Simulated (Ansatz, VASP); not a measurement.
CdTe: VASP beside Ansatz

```xyz
2
Lattice="0.0000 3.2779 3.2779 3.2779 0.0000 3.2779 3.2779 3.2779 0.0000" Properties=species:S:1:pos:R:3 pbc="T T T"
Cd    0.0000    0.0000    0.0000
Te    1.6389    1.6389    1.6389
```

Alike in both runs: task single point; functional r2SCAN; k mesh 8 × 8 × 8; occupations gaussian, width 0.02 eV; no spin polarisation.

```csv
,VASP,Ansatz
version,VASP 6.6.1,Ansatz 0.2.0
potentials or method,"VASP PAW PBE potentials, release 64 (Cd, Te), cutoff 520 eV","scalar-relativistic, plane waves, PAW"
valence electrons in the cell,18,36
```

Ansatz gave:

```
gap on the k mesh at the Fermi level (eV) : 1.17
least direct gap on the mesh (eV)         : 1.17
```

Q: Which values does VASP return?

A: gap on the k mesh at the Fermi level (eV): 1.16; least direct gap on the mesh (eV): 1.16.

VASP's potentials were made for PBE, not for r2SCAN. VASP's potentials hold 18 valence electrons a cell and Ansatz's 36, so a difference there can come from the potentials and not from the codes.

Neither program's run includes spin-orbit coupling.
